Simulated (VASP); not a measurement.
Write the native input for VASP 6.6.1 that does the following.

* Task: single point
* Functional: LDA
* Potentials or basis: VASP PAW LDA potentials, release 64 (Pt, S)
* Cutoff: 520 eV
* k mesh: 12 × 12 × 8
* Occupations: gaussian, width 0.05 eV
* Spin: no spin polarisation
* Dipole correction: no
* Further INCAR settings: ALGO = Normal; EDIFF = 1e-06; NBANDS = 18

The structure of PtS2 lies in POSCAR:

```
PtS2
1.0
    3.3660395020      0.0000000000      0.0000000000
   -1.6830197510      2.9150757189      0.0000000000
    0.0000000000      0.0000000000      5.0388000000
Pt S
1 2
Direct
    0.0000000000      0.0000000000      0.0000000000
    0.3333333333      0.6666666667      0.2500000000
    0.6666666667      0.3333333333      0.7500000000
```

This cell differs from its parent crystal: strain -0.050 along x and y, +0.000 along z.

One way to write it, as run:

INCAR

```
SYSTEM = PtS2
  PREC = Accurate
  ENCUT = 520
  EDIFF = 1E-6
  ISMEAR = 0
  SIGMA = 0.05
  LREAL = .FALSE.
  LASPH = .TRUE.
  NELM = 80
  ALGO = Normal
  ISIF = 2
  LWAVE = .FALSE.
  LCHARG = .FALSE.
  NBANDS = 18
```

KPOINTS

```
regular mesh
0
G
  12 12 8
  0 0 0
```

Potentials or basis: VASP PAW LDA potentials, release 64 (Pt, S).

Run with:

```sh
$ cat potpaw_LDA.64/Pt/POTCAR potpaw_LDA.64/S/POTCAR > POTCAR
$ mpirun -np 1 vasp_std > vasp.out
```

It gave:

```
Pressure               : 14.3 GPa
Largest force          : 0.641 eV/Å
Band gap on the k mesh : 0.61 eV, indirect (least direct gap 0.89 eV)
```

Caveat: the cell differs from its parent crystal (strain -0.050 along x and y, +0.000 along z); spin-orbit coupling is left out, which moves the levels of the heavy elements.

It took 97 s on 1 thread of Intel(R) Xeon(R) Platinum 8259CL CPU @ 2.50GHz (Skylake/Cascade Lake), on a shared host, peak memory 0.23 GiB.
